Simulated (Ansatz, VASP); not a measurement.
One calculation of Cs, two programs

File INCAR:

```
  ALGO = Normal
  EDIFF = 1E-6
  ENCUT = 520
  ISIF = 2
  ISMEAR = -1
  LASPH = True
  LCHARG = True
  LELF = True
  LREAL = False
  LVHAR = True
  LWAVE = False
  NBANDS = 10
  NELM = 100
  PREC = Accurate
  SIGMA = 0.1
```

File KPOINTS:

```
k-points
0
Gamma
  3 3 3
```

Contents of POSCAR:

```
Cs
1.0
   -2.8840810378      2.8840810378      2.8840810378
    2.8840810378     -2.8840810378      2.8840810378
    2.8840810378      2.8840810378     -2.8840810378
Cs
1
Direct
    0.0000000000      0.0000000000      0.0000000000
```

Input for Ansatz:

```yaml
crystal:
  lattice:
    - [-2.8840810378, 2.8840810378, 2.8840810378]
    - [2.8840810378, -2.8840810378, 2.8840810378]
    - [2.8840810378, 2.8840810378, -2.8840810378]
  atoms:
    - { symbol: Cs, position: [0.0, 0.0, 0.0] }
hamiltonian:
  xc: lda
  pseudopotentials:
    kind: paw
    azcp:
      Cs: "pseudopotentials/Cs.paw.azcp"
basis:
  ecutwfc: 420
  fft_grid_basis: typed
kpoints:
  mp_grid: { grid: [3, 3, 3], shift: [0, 0, 0] }
magnetization:
  spin_polarized: false
scf:
  occupations: { method: fermi_dirac, width: 0.1 }
  lower_state_search: "off"
output:
  stress: true
```

Alike in both runs: task single point; functional LDA; k mesh 3 × 3 × 3; occupations fermi-dirac, width 0.1 eV; no spin polarisation.

|  | VASP | Ansatz |
| --- | --- | --- |
| version | VASP 6.6.1 | Ansatz 0.2.0 |
| potentials or method | VASP PAW LDA potentials, release 64 (Cs_sv), cutoff 520 eV | plane waves (420 eV) with PAW, scalar-relativistic |
| valence electrons in the cell | 9 | 9 |

```tsv
	VASP	Ansatz	Ansatz less VASP
pressure (GPa)	-0.1	-0.1	+0.01
```

Ansatz warns that its potentials were made for another functional, while VASP's fit it. LDA's correlation is that of Perdew and Zunger in VASP and of Perdew and Wang (1992) in Ansatz.

The k mesh is coarse, so the values compare programs but aren't converged. Neither program's run includes spin-orbit coupling.
